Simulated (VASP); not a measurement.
# H (Im-3m) in VASP: single point with LDA

Aim: the single point of H with LDA.

Everything below comes from runs of VASP 6.6.1. Logs are shortened: lines on timing, memory, paths and dates and some standing lists are left out, and cuts for length are marked.

### 1 The cell of the first run

The structure is cubic, space group Im-3m (No. 229). The conventional cell has a = 1.812 Å, b = 1.812 Å, c = 1.812 Å, α = 90.00°, β = 90.00°, γ = 90.00°. H (site symmetry m-3m) has 14 H at 1.57 to 1.81 Å within 2.1 Å.

### 2 Single point, LDA

Contents of INCAR:

```
SYSTEM = H
ALGO     = Normal         ! electronic algorithm
EDIFF    = 1E-6           ! SCF threshold, eV
ENCUT    = 520            ! plane-wave cutoff, eV
GGA      = CA             ! functional
ISIF     = 2              ! what is computed and relaxed
ISMEAR   = -1             ! smearing method
LASPH    = .TRUE.         ! aspherical terms in the spheres
LCHARG   = .TRUE.         ! write CHGCAR
LELF     = .TRUE.         ! ELF
LREAL    = .FALSE.        ! projectors in reciprocal space
LVHAR    = .TRUE.       
LWAVE    = .FALSE.        ! write WAVECAR
NBANDS   = 6              ! bands
NELM     = 60             ! most SCF steps
PREC     = Accurate       ! precision mode
SIGMA    = 0.13605693000000002 ! smearing width, eV
```

Contents of KPOINTS:

```
k-points
0
G
  18 18 18
  0 0 0
```

Contents of POSCAR:

```
H
1.0
   -0.9059279474      0.9059279474      0.9059279474
    0.9059279474     -0.9059279474      0.9059279474
    0.9059279474      0.9059279474     -0.9059279474
H
1
Direct
    0.0000000000      0.0000000000      0.0000000000
```

Potentials or basis: VASP PAW LDA potentials, release 64 (H).

Run with:

```bash
$ cat potpaw_LDA.64/H/POTCAR > POTCAR
$ mpirun -np 1 vasp_std > vasp.out
```

OUTCAR:

```text
SYSTEM = H
   EDIFF = 1E-6
   ENCUT = 520
   GGA = CA
   ISIF = 2
   ISMEAR = -1
   LASPH = .TRUE.
   LREAL = .FALSE.
   NELM = 60
   PREC = Accurate

 ion  position               nearest neighbor table
   1  0.000  0.000  0.000-

  LATTYP: Found a body centered cubic cell.
 ALAT       =     1.8118558948

  Lattice vectors:

 A1 = (  -0.9059279474,   0.9059279474,   0.9059279474)
 A2 = (   0.9059279474,  -0.9059279474,   0.9059279474)
 A3 = (   0.9059279474,   0.9059279474,  -0.9059279474)

Analysis of symmetry for initial positions (statically):
=====================================================================
 Subroutine PRICEL returns:
 Original cell was already a primitive cell.

 Routine SETGRP: Setting up the symmetry group for a
 body centered cubic supercell.

 Subroutine GETGRP returns: Found 48 space group operations
 (whereof 48 operations were pure point group operations)
 out of a pool of 48 trial point group operations.

The static configuration has the point symmetry O_h .

Analysis of symmetry for dynamics (positions and initial velocities):
=====================================================================
 Subroutine PRICEL returns:
 Original cell was already a primitive cell.

 Routine SETGRP: Setting up the symmetry group for a
 body centered cubic supercell.

 Subroutine GETGRP returns: Found 48 space group operations
 (whereof 48 operations were pure point group operations)
 out of a pool of 48 trial point group operations.

The dynamic configuration has the point symmetry O_h .

 Subroutine INISYM returns: Found 48 space group operations
 (whereof 48 operations are pure point group operations),
 and found     1 'primitive' translations

----------------------------------------------------------------------------------------

                                     Primitive cell

  volume of cell :       2.9740

  direct lattice vectors                    reciprocal lattice vectors
    -0.905927947  0.905927947  0.905927947     0.000000000  0.551920273  0.551920273
     0.905927947 -0.905927947  0.905927947     0.551920273  0.000000000  0.551920273
     0.905927947  0.905927947 -0.905927947     0.551920273  0.551920273  0.000000000

  length of vectors
     1.569113233  1.569113233  1.569113233     0.780533135  0.780533135  0.780533135

  position of ions in fractional coordinates (direct lattice)
     0.000000000  0.000000000  0.000000000

  ion indices of the primitive-cell ions
   primitive index   ion index
                 1           1

----------------------------------------------------------------------------------------

 KPOINTS: k-points

Automatic generation of k-mesh.
 Grid dimensions read from file:
 generate k-points for:   18   18   18

 Generating k-lattice:

  Cartesian coordinates                     Fractional coordinates (reciprocal lattice)
     0.000000000  0.030662237  0.030662237     0.055555556  0.000000000  0.000000000
     0.030662237  0.000000000  0.030662237     0.000000000  0.055555556  0.000000000
     0.030662237  0.030662237  0.000000000     0.000000000  0.000000000  0.055555556

  Length of vectors
     0.043362952  0.043362952  0.043362952

  Shift w.r.t. Gamma in fractional coordinates (k-lattice)
     0.000000000  0.000000000  0.000000000

 Subroutine IBZKPT returns following result:
 ===========================================

 Found    195 irreducible k-points:

 Following reciprocal coordinates:
            Coordinates               Weight
  0.000000  0.000000  0.000000      1.000000
  0.055556  0.000000  0.000000     12.000000
  0.111111  0.000000  0.000000     12.000000
  0.166667  0.000000  0.000000     12.000000
  0.222222  0.000000  0.000000     12.000000
  0.277778  0.000000  0.000000     12.000000
[... 16 lines left out ...]
  0.333333  0.111111  0.000000     48.000000
  0.388889  0.111111  0.000000     48.000000
 [... further k-points ...]
   k-points           NKPTS =    195   k-points in BZ     NKDIM =    195   number of bands    NBANDS=      6
   number of dos      NEDOS =    301   number of ions     NIONS =      1
   total plane-waves  NPLWV =   1728
   dimension x,y,z NGX =    12 NGY =   12 NGZ =   12
   dimension x,y,z NGXF=    24 NGYF=   24 NGZF=   24
   ions per type =               1
   NGX,Y,Z   is equivalent  to a cutoff of  12.71, 12.71, 12.71 a.u.
   NGXF,Y,Z  is equivalent  to a cutoff of  25.43, 25.43, 25.43 a.u.
 SYSTEM =  H
   PREC   = accura    normal or accurate (medium, high low for compatibility)
   ISTART =      0    job   : 0-new  1-cont  2-samecut
   ICHARG =      2    charge: 1-file 2-atom 10-const
   ISPIN  =      1    spin polarized calculation?
   LNONCOLLINEAR =      F non collinear calculations
   LSORBIT =      F    spin-orbit coupling
   LASPH  =      T    aspherical Exc in radial PAW
   ENCUT  =  520.0 eV  38.22 Ry    6.18 a.u.   2.92  2.92  2.92*2*pi/ulx,y,z
   NELM   =     60;   NELMIN=  2; NELMDL= -5     # of ELM steps
   EDIFF  = 0.1E-05   stopping-criterion for ELM
   LREAL  =      F    real-space projection
   EDIFFG = 0.1E-04   stopping-criterion for IOM
   NSW    =      0    number of steps for IOM
   IBRION =     -1    ionic relax: 0-MD 1-quasi-New 2-CG
   NFREE  =      0    steps in history (QN), initial steepest desc. (CG)
   ISIF   =      2    stress and relaxation
   ISYM   =      2    0-nonsym 1-usesym 2-fastsym
   POTIM  = 0.5000    time-step for ionic-motion
   TEBEG  =    0.0;   TEEND  =   0.0 temperature during run
   PSTRESS=    0.0 pullay stress
   NELECT =       1.0000    total number of electrons
   NUPDOWN=      -1.0000    fix difference up-down
   EMIN   =  10.00;   EMAX   =-10.00  energy-range for DOS
   EFERMI =   0.00;   METHOD = LEGACY
   ISMEAR =    -1;   SIGMA  =   0.14  broadening in eV -4-tet -1-fermi 0-gaus
   EFERMI_NEDOS =   21; number of points for ismear=-14 and -15
   IALGO  =     38    algorithm
   IMIX   =      4    mixing-type and parameters
     AMIX     =   0.40;   BMIX     =  1.00
     AMIX_MAG =   1.60;   BMIX_MAG =  1.00
  volume/ion in A,a.u.               =       2.97        20.07
  Fermi-wavevector in a.u.,A,eV,Ry     =   1.138399  2.151262 17.632502  1.295952
  Thomas-Fermi vector in A             =   2.275103
   LORBIT       =      0    0 simple, 1 ext, 2 COOP (PROOUT), +10 PAW based schemes
   GGA     = CA    functional components
   LHFCALC =     F    Hartree Fock is set to
   AEXX    =    0.0000 exact exchange contribution
   IVDW    =     0    specifies the selected vdW correction
   LEPSILON=     F    determine dielectric tensor
   LRPA    =     F    only Hartree local field effects (RPA)
 non-spin polarized calculation
  energy-cutoff  :      520.00
  volume of cell :        2.97
 maximum number of plane-waves:        92
   NGX =  5   NGY =  5   NGZ =  5

 number of electron       0.9999999 magnetization

 Free energy of the ion-electron system (eV)
  ---------------------------------------------------
  ext. energy  EPLUGINS =         0.00000000
  ---------------------------------------------------
  free energy    TOTEN  =        -2.45509105 eV

  energy without entropy =       -2.44914146  energy(sigma->0) =       -2.45211626

 E-fermi :   3.0049     XC(G=0): -11.2105

 val. band max:        2.8894936712   @ k =  -0.3333   0.3333   0.2778
 cond. band min:       3.1267845503   @ k =   0.3333   0.1667   0.0000
 fundamental gap:      0.2372908791
 Fermi energy:         3.0048801275

 k-point     1 :       0.0000    0.0000    0.0000
  band No.  band energies     occupation
      1     -13.5189      2.00000
      2      59.6325      0.00000
      3      76.6654      0.00000
      4      76.6654      0.00000
      5      76.6654      0.00000
      6      81.5470      0.00000

 k-point     2 :       0.0556    0.0000    0.0000
  band No.  band energies     occupation
      1     -13.2439      2.00000
      2      57.9561      0.00000
      3      72.7767      0.00000
      4      73.7260      0.00000
      5      75.0661      0.00000
      6      77.6951      0.00000

 k-point     3 :       0.1111    0.0000    0.0000
  band No.  band energies     occupation
      1     -12.4197      2.00000
      2      53.4918      0.00000
      3      66.5092      0.00000
      4      69.7311      0.00000
      5      71.7311      0.00000
      6      73.5073      0.00000

 k-point     4 :       0.1667    0.0000    0.0000
  band No.  band energies     occupation
      1     -11.0487      2.00000
      2      47.2968      0.00000
      3      61.6454      0.00000
      4      66.1338      0.00000
      5      68.3581      0.00000
      6      69.8488      0.00000

 k-point     5 :       0.2222    0.0000    0.0000
  band No.  band energies     occupation
      1      -9.1369      2.00000
      2      40.4274      0.00000
      3      58.0220      0.00000
      4      63.0578      0.00000
      5      65.3852      0.00000
      6      66.7466      0.00000
[... 136 lines left out ...]
 k-point    21 :       0.2222    0.1111    0.0000
  band No.  band energies     occupation
      1      -5.8861      2.00000
      2      33.8877      0.00000
      3      46.2789      0.00000
      4      57.1213      0.00000
      5      65.5441      0.00000
      6      77.0357      0.00000

 k-point    22 :       0.2778    0.1111    0.0000
  band No.  band energies     occupation
      1      -2.9528      2.00000
      2      27.6322      0.00000
      3      43.9071      0.00000
      4      55.1363      0.00000
      5      63.7886      0.00000
      6      75.5033      0.00000

 k-point    23 :       0.3333    0.1111    0.0000
  band No.  band energies     occupation
      1       0.4050      2.00000
      2      21.7748      0.00000
      3      42.3127      0.00000
      4      53.7206      0.00000
      5      62.4817      0.00000
      6      74.1518      0.00000

 k-point    24 :       0.3889    0.1111    0.0000
  band No.  band energies     occupation
      1       3.9041      0.00269
      2      16.7398      0.00000
      3      41.3831      0.00000
      4      52.8718      0.00000
      5      61.6830      0.00000
      6      73.3302      0.00000

 [... further k-points ...]
[... 5 lines left out ...]
  --------------------------------------------------------------------------------------
  -------------------------------------------------------------------------------------
  Total       -0.0497902     -0.0497902     -0.0497902      0.0000000      0.0000000     -0.0000000
  in kB      -26.8233914    -26.8233914    -26.8233914      0.0000000      0.0000000     -0.0000000
  external PRESSURE =     -26.8233914 kB  Pullay stress =       0.0000000 kB

 VOLUME and BASIS-vectors are now :
 -----------------------------------------------------------------------------
  energy-cutoff  :      520.00
  volume of cell :        2.97
      direct lattice vectors                 reciprocal lattice vectors
    -0.905927947  0.905927947  0.905927947     0.000000000  0.551920273  0.551920273
     0.905927947 -0.905927947  0.905927947     0.551920273  0.000000000  0.551920273
     0.905927947  0.905927947 -0.905927947     0.551920273  0.551920273  0.000000000

 POSITION                                       TOTAL-FORCE (eV/Angst)
 -----------------------------------------------------------------------------------
      0.00000      0.00000      0.00000        -0.000000      0.000000     -0.000000
 -----------------------------------------------------------------------------------
    total drift:                                0.000000      0.000000      0.000000

  FREE ENERGIE OF THE ION-ELECTRON SYSTEM (eV)
  ---------------------------------------------------
  free  energy   TOTEN  =        -2.4550910465 eV

  energy  without entropy=       -2.4491414637  energy(sigma->0) =       -2.45211626
```

It took 1.7 s on 1 thread of Intel Xeon Platinum 8488C (Sapphire Rapids), shared host; peak memory 0.1 GiB.

What came out:

- Free energy: -2.4551 eV
- Pressure: -2.7 GPa
